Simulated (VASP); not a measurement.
# Y (Im-3m) in VASP: further runs

Runs on Y. Level: PBE. Tasks: single point.

Everything below comes from runs of VASP 6.6.1. Logs are shortened: lines on timing, memory, paths and dates and some standing lists are left out, and cuts for length are marked.

## 1. The cell of the first run

It takes space group Im-3m (No. 229, cubic). Conventional cell: a = 3.437 Å, b = 3.437 Å, c = 3.437 Å, α = 90.00°, β = 90.00°, γ = 90.00°. Y (site symmetry m-3m) has 14 Y at 2.98 to 3.44 Å within 3.9 Å.

This isn't the form of Y at room conditions, which is hcp.

## 2. Single point, PBE

The input, INCAR:

```
PREC     = Accurate       # precision mode
ENCUT    = 520            # plane-wave cutoff, eV
EDIFF    = 1E-6           # SCF threshold, eV
ISMEAR   = -1             # smearing method
SIGMA    = 0.05           # smearing width, eV
LREAL    = False          # projectors in reciprocal space
LASPH    = True           # aspherical terms in the spheres
NELM     = 60             # most SCF steps
ALGO     = Normal         # electronic algorithm
ISIF     = 2              # what is computed and relaxed
LWAVE    = False          # write WAVECAR
LCHARG   = False          # write CHGCAR
GGA      = PE             # functional
NBANDS   = 12             # bands
```

The input, KPOINTS:

```
regular mesh
0
Gamma
  6 6 6
```

The input, POSCAR:

```
Y
1.0
    1.7184949268      1.7184949268      1.7184949268
   -1.7184949268      1.7184949268      1.7184949268
   -1.7184949268     -1.7184949268      1.7184949268
Y
1
Direct
    0.0000000000      0.0000000000      0.0000000000
```

Potentials or basis: VASP PAW PBE potentials, release 64 (Y_sv).

Run with:

```bash
cat potpaw_PBE.64/Y_sv/POTCAR > POTCAR
mpirun -np 1 vasp_std > vasp.out
```

OUTCAR:

```text
PREC = Accurate
   ENCUT = 520
   EDIFF = 1E-6
   ISMEAR = -1
   LREAL = False
   LASPH = True
   NELM = 60
   ISIF = 2
   GGA = PE

 ion  position               nearest neighbor table
   1  0.000  0.000  0.000-

  LATTYP: Found a body centered cubic cell.
 ALAT       =     3.4369898536

  Lattice vectors:

 A1 = (   1.7184949268,  -1.7184949268,  -1.7184949268)
 A2 = (   1.7184949268,   1.7184949268,   1.7184949268)
 A3 = (  -1.7184949268,  -1.7184949268,   1.7184949268)

Analysis of symmetry for initial positions (statically):
=====================================================================
 Subroutine PRICEL returns:
 Original cell was already a primitive cell.

 Routine SETGRP: Setting up the symmetry group for a
 body centered cubic supercell.

 Subroutine GETGRP returns: Found 48 space group operations
 (whereof 48 operations were pure point group operations)
 out of a pool of 48 trial point group operations.

The static configuration has the point symmetry O_h .

Analysis of symmetry for dynamics (positions and initial velocities):
=====================================================================
 Subroutine PRICEL returns:
 Original cell was already a primitive cell.

 Routine SETGRP: Setting up the symmetry group for a
 body centered cubic supercell.

 Subroutine GETGRP returns: Found 48 space group operations
 (whereof 48 operations were pure point group operations)
 out of a pool of 48 trial point group operations.

The dynamic configuration has the point symmetry O_h .

 Subroutine INISYM returns: Found 48 space group operations
 (whereof 48 operations are pure point group operations),
 and found     1 'primitive' translations

----------------------------------------------------------------------------------------

                                     Primitive cell

  volume of cell :      20.3004

  direct lattice vectors                    reciprocal lattice vectors
     1.718494927  1.718494927  1.718494927     0.290952270  0.000000000  0.290952270
    -1.718494927  1.718494927  1.718494927    -0.290952270  0.290952270  0.000000000
    -1.718494927 -1.718494927  1.718494927     0.000000000 -0.290952270  0.290952270

  length of vectors
     2.976520526  2.976520526  2.976520526     0.411468646  0.411468646  0.411468646

  position of ions in fractional coordinates (direct lattice)
     0.000000000  0.000000000  0.000000000

  ion indices of the primitive-cell ions
   primitive index   ion index
                 1           1

----------------------------------------------------------------------------------------

 KPOINTS: regular mesh

Automatic generation of k-mesh.
 Grid dimensions read from file:
 generate k-points for:    6    6    6

 Generating k-lattice:

  Cartesian coordinates                     Fractional coordinates (reciprocal lattice)
     0.048492045  0.000000000  0.048492045     0.166666667  0.000000000  0.000000000
    -0.048492045  0.048492045  0.000000000     0.000000000  0.166666667  0.000000000
     0.000000000 -0.048492045  0.048492045     0.000000000  0.000000000  0.166666667

  Length of vectors
     0.068578108  0.068578108  0.068578108

  Shift w.r.t. Gamma in fractional coordinates (k-lattice)
     0.000000000  0.000000000  0.000000000

 Subroutine IBZKPT returns following result:
 ===========================================

 Found     16 irreducible k-points:

 Following reciprocal coordinates:
            Coordinates               Weight
  0.000000  0.000000  0.000000      1.000000
  0.166667  0.000000  0.000000     12.000000
  0.333333  0.000000  0.000000     12.000000
  0.500000  0.000000  0.000000      6.000000
  0.333333  0.166667  0.000000     24.000000
  0.500000  0.166667 -0.000000     48.000000
[... 8 lines left out ...]
  0.500000  0.333333  0.333333     12.000000
  0.500000  0.500000  0.500000      1.000000
   k-points           NKPTS =     16   k-points in BZ     NKDIM =     16   number of bands    NBANDS=     12
   number of dos      NEDOS =    301   number of ions     NIONS =      1
   total plane-waves  NPLWV =  13824
   dimension x,y,z NGX =    24 NGY =   24 NGZ =   24
   dimension x,y,z NGXF=    48 NGYF=   48 NGZF=   48
   ions per type =               1
   NGX,Y,Z   is equivalent  to a cutoff of  13.40, 13.40, 13.40 a.u.
   NGXF,Y,Z  is equivalent  to a cutoff of  26.81, 26.81, 26.81 a.u.
 SYSTEM =  unknown system
   PREC   = accura    normal or accurate (medium, high low for compatibility)
   ISTART =      0    job   : 0-new  1-cont  2-samecut
   ICHARG =      2    charge: 1-file 2-atom 10-const
   ISPIN  =      1    spin polarized calculation?
   LNONCOLLINEAR =      F non collinear calculations
   LSORBIT =      F    spin-orbit coupling
   LASPH  =      T    aspherical Exc in radial PAW
   ENCUT  =  520.0 eV  38.22 Ry    6.18 a.u.   5.53  5.53  5.53*2*pi/ulx,y,z
   NELM   =     60;   NELMIN=  2; NELMDL= -5     # of ELM steps
   EDIFF  = 0.1E-05   stopping-criterion for ELM
   LREAL  =      F    real-space projection
   EDIFFG = 0.1E-04   stopping-criterion for IOM
   NSW    =      0    number of steps for IOM
   IBRION =     -1    ionic relax: 0-MD 1-quasi-New 2-CG
   NFREE  =      0    steps in history (QN), initial steepest desc. (CG)
   ISIF   =      2    stress and relaxation
   ISYM   =      2    0-nonsym 1-usesym 2-fastsym
   POTIM  = 0.5000    time-step for ionic-motion
   TEBEG  =    0.0;   TEEND  =   0.0 temperature during run
   PSTRESS=    0.0 pullay stress
   NELECT =      11.0000    total number of electrons
   NUPDOWN=      -1.0000    fix difference up-down
   EMIN   =  10.00;   EMAX   =-10.00  energy-range for DOS
   EFERMI =   0.00;   METHOD = LEGACY
   ISMEAR =    -1;   SIGMA  =   0.05  broadening in eV -4-tet -1-fermi 0-gaus
   EFERMI_NEDOS =   21; number of points for ismear=-14 and -15
   IALGO  =     38    algorithm
   IMIX   =      4    mixing-type and parameters
     AMIX     =   0.40;   BMIX     =  1.00
     AMIX_MAG =   1.60;   BMIX_MAG =  1.00
  volume/ion in A,a.u.               =      20.30       136.99
  Fermi-wavevector in a.u.,A,eV,Ry     =   1.334661  2.522143 24.236312  1.781319
  Thomas-Fermi vector in A             =   2.463425
   LORBIT       =      0    0 simple, 1 ext, 2 COOP (PROOUT), +10 PAW based schemes
   GGA     = PE    functional components
   LHFCALC =     F    Hartree Fock is set to
   AEXX    =    0.0000 exact exchange contribution
   IVDW    =     0    specifies the selected vdW correction
   LEPSILON=     F    determine dielectric tensor
   LRPA    =     F    only Hartree local field effects (RPA)
 non-spin polarized calculation
  energy-cutoff  :      520.00
  volume of cell :       20.30
 maximum number of plane-waves:       563
 NGX is ok and might be reduce to    24
   NGX = 11   NGY = 11   NGZ = 11

 number of electron      11.0000001 magnetization

 Free energy of the ion-electron system (eV)
  ---------------------------------------------------
  ext. energy  EPLUGINS =         0.00000000
  ---------------------------------------------------
  free energy    TOTEN  =        -5.22426185 eV

  energy without entropy =       -5.20442390  energy(sigma->0) =       -5.21434287

 E-fermi :   5.7457     XC(G=0): -11.4819

 val. band max:        5.7050701785   @ k =   0.5000   0.1667  -0.0000
 cond. band min:       5.9273719289   @ k =   0.3333   0.1667   0.1667
 fundamental gap:      0.2223017504
 Fermi energy:         5.7456503949

 k-point     1 :       0.0000    0.0000    0.0000
  band No.  band energies     occupation
      1     -36.2271      2.00000
      2     -15.0431      2.00000
      3     -15.0431      2.00000
      4     -15.0431      2.00000
      5       0.7983      2.00000
      6       8.0037      0.00000
      7       8.0037      0.00000
      8       8.0037      0.00000
      9      11.0750      0.00000
     10      11.0750      0.00000
     11      17.9382      0.00000
     12      17.9382      0.00000

 k-point     2 :       0.1667    0.0000    0.0000
  band No.  band energies     occupation
      1     -36.1162      2.00000
      2     -15.6914      2.00000
      3     -15.2243      2.00000
      4     -15.0540      2.00000
      5       1.9659      2.00000
      6       7.1696      0.00000
      7       7.4356      0.00000
      8       9.2291      0.00000
      9      10.3094      0.00000
     10      11.0226      0.00000
     11      19.0423      0.00000
     12      20.0586      0.00000

 k-point     3 :       0.3333    0.0000    0.0000
  band No.  band energies     occupation
      1     -35.8861      2.00000
      2     -16.8360      2.00000
      3     -15.5667      2.00000
      4     -15.0770      2.00000
      5       3.1784      2.00000
      6       5.9518      0.03185
      7       7.4810      0.00000
      8      11.0976      0.00000
      9      11.5158      0.00000
     10      12.5114      0.00000
     11      17.9107      0.00000
     12      21.1750      0.00000
[... 166 lines left out ...]
 k-point    15 :       0.5000    0.3333    0.3333
  band No.  band energies     occupation
      1     -35.5423      2.00000
      2     -16.7658      2.00000
      3     -16.3585      2.00000
      4     -16.2160      2.00000
      5       3.4305      2.00000
      6       3.8126      2.00000
      7      10.2064      0.00000
      8      10.3354      0.00000
      9      14.6482      0.00000
     10      15.4045      0.00000
     11      18.0230      0.00000
     12      18.7930      0.00000

 k-point    16 :       0.5000    0.5000    0.5000
  band No.  band energies     occupation
      1     -35.4652      2.00000
      2     -16.5504      2.00000
      3     -16.5504      2.00000
      4     -16.5504      2.00000
      5       2.7355      2.00000
      6       2.7355      2.00000
      7      14.4006      0.00000
      8      14.4006      0.00000
      9      14.4006      0.00000
     10      15.2917      0.00000
     11      15.2917      0.00000
     12      15.2917      0.00000

------------------------ aborting loop because EDIFF is reached ----------------------------------------

  FORCE on cell =-STRESS in cart. coord.  units (eV):
  Direction    XX          YY          ZZ          XY          YZ          ZX
  --------------------------------------------------------------------------------------
  -------------------------------------------------------------------------------------
  Total        5.0168127      5.0168127      5.0168127      0.0000000      0.0000000      0.0000000
  in kB      395.9439551    395.9439551    395.9439551      0.0000000      0.0000000      0.0000000
  external PRESSURE =     395.9439551 kB  Pullay stress =       0.0000000 kB

 VOLUME and BASIS-vectors are now :
 -----------------------------------------------------------------------------
  energy-cutoff  :      520.00
  volume of cell :       20.30
      direct lattice vectors                 reciprocal lattice vectors
     1.718494927  1.718494927  1.718494927     0.290952270  0.000000000  0.290952270
    -1.718494927  1.718494927  1.718494927    -0.290952270  0.290952270  0.000000000
    -1.718494927 -1.718494927  1.718494927     0.000000000 -0.290952270  0.290952270

 POSITION                                       TOTAL-FORCE (eV/Angst)
 -----------------------------------------------------------------------------------
      0.00000      0.00000      0.00000        -0.000000     -0.000000     -0.000000
 -----------------------------------------------------------------------------------
    total drift:                                0.000000     -0.000000      0.000000

  FREE ENERGIE OF THE ION-ELECTRON SYSTEM (eV)
  ---------------------------------------------------
  free  energy   TOTEN  =        -5.2242618507 eV

  energy  without entropy=       -5.2044238978  energy(sigma->0) =       -5.21434287
```

Wall time 16 s (1 thread of Intel Xeon 8259CL, shared host); peak memory 0.15 GiB.

Results:

- Free energy: -5.2243 eV
- Pressure: 39.6 GPa
- Band gap on the k mesh: zero (an odd number of electrons rules out a gap without spin polarisation)

Caveat: the k points lie up to 0.43 Å⁻¹ apart, too coarse for converged energies and pressures of a metal.

## 3. Single point, PBE

This run uses another cell than the first one, of 17.67 Å³/atom.

The input, INCAR:

```
SYSTEM = Y
ALGO = Normal
EDIFF = 1E-6
ENCUT = 520
GGA = PE
ISIF = 2
ISMEAR = -1
LASPH = .TRUE.
LCHARG = .FALSE.
LREAL = .FALSE.
LWAVE = .FALSE.
NBANDS = 12
NELM = 80
PREC = Accurate
SIGMA = 0.05
```

The input, KPOINTS:

```
k-points
0
G
  6 6 6
  0 0 0
```

The input, POSCAR:

```
Y
1.0
    1.6408504953      1.6408504953      1.6408504953
   -1.6408504953      1.6408504953      1.6408504953
   -1.6408504953     -1.6408504953      1.6408504953
Y
1
Direct
    0.0000000000      0.0000000000      0.0000000000
```

Potentials or basis: VASP PAW PBE potentials, release 64 (Y_sv).

Run with:

```bash
cat potpaw_PBE.64/Y_sv/POTCAR > POTCAR
mpirun -np 1 vasp_std > vasp.out
```

Wall time 8.7 s (1 thread of Intel Xeon 8259CL, shared host); peak memory 0.15 GiB.

Results (log left out):

```yaml
Free_energy: -4.4219 eV
Pressure: 59.7 GPa
Band_gap_on_the_k_mesh: zero (an odd number of electrons rules out a gap without spin polarisation)
```

Levels at points of the mesh, in eV from the Fermi level:
| k point | band 3 | band 4 | band 5 | band 6 | band 7 | band 8 |
| --- | --- | --- | --- | --- | --- | --- |
| (0.00, 0.00, 0.00) | -20.21 | -20.21 | -4.57 | 2.41 | 2.41 | 2.41 |
| (0.50, 0.00, 0.00) | -21.17 | -20.29 | -3.10 | -0.51 | 4.88 | 6.38 |
| (0.50, 0.50, 0.50) | -22.33 | -22.33 | -3.64 | -3.64 | 9.88 | 9.88 |

Caveat: the k points lie up to 0.45 Å⁻¹ apart, too coarse for converged energies and pressures of a metal.

## 4. Single point, PBE

This run uses another cell than the first one, of 23.86 Å³/atom.

The input, INCAR:

```
PREC = Accurate ; ENCUT = 520
EDIFF = 1E-7 ; ISMEAR = -1
SIGMA = 0.05 ; LREAL = False
LASPH = True ; NELM = 100
ALGO = Normal ; ISIF = 2
LWAVE = False ; LCHARG = True
GGA = PE ; LELF = True
LVHAR = True ; NBANDS = 12
```

The input, KPOINTS:

```
Automatic mesh
0
Gamma
  6 6 6
```

The input, POSCAR:

```
Y
1.0
    1.8134719765      1.8134719765      1.8134719765
   -1.8134719765      1.8134719765      1.8134719765
   -1.8134719765     -1.8134719765      1.8134719765
Y
1
Direct
    0.0000000000      0.0000000000      0.0000000000
```

Run with:

```bash
cat potpaw_PBE.64/Y_sv/POTCAR > POTCAR
mpirun -np 1 vasp_std > vasp.out
```

Wall time 19 s (1 thread of Intel Xeon 8259CL, shared host); peak memory 0.15 GiB.

It converged, with:

* Free energy: -5.8612 eV
* Pressure: 19.7 GPa
* Band gap on the k mesh: zero (an odd number of electrons rules out a gap without spin polarisation)

Levels at points of the mesh, in eV from the Fermi level:
| k point | band 2 | band 3 | band 4 | band 5 | band 6 | band 7 | band 8 | band 9 |
| --- | --- | --- | --- | --- | --- | --- | --- | --- |
| (0.00, 0.00, 0.00) | -21.45 | -21.45 | -21.45 | -5.13 | 2.02 | 2.02 | 2.02 | 4.67 |
| (0.50, 0.00, 0.00) | -22.93 | -21.90 | -21.47 | -2.57 | -0.12 | 2.18 | 4.79 | 5.65 |
| (0.50, 0.50, 0.50) | -22.44 | -22.44 | -22.44 | -2.44 | -2.44 | 7.34 | 7.34 | 7.34 |

Caveat: the k points lie up to 0.41 Å⁻¹ apart, too coarse for converged energies and pressures of a metal.

## 5. The runs side by side

```tsv
cell	gap on the mesh (eV)	pressure (GPa)
a = 2.977 Å, angles 70.5, 109.5, 70.5°, 1 atom	none	39.6
a = 2.842 Å, angles 70.5, 109.5, 70.5°, 1 atom	none	59.7
a = 3.141 Å, angles 70.5, 109.5, 70.5°, 1 atom	none	19.7
```

Alike in all rows: task single point; level PBE; potentials or basis VASP PAW PBE potentials, release 64 (Y_sv); no spin polarisation; k mesh 6 × 6 × 6; cutoff (eV) 520; smearing fermi-dirac 0.05 eV.

Caveats: all runs use coarse meshes.

Absolute energies hang on the potentials; compare differences alone.
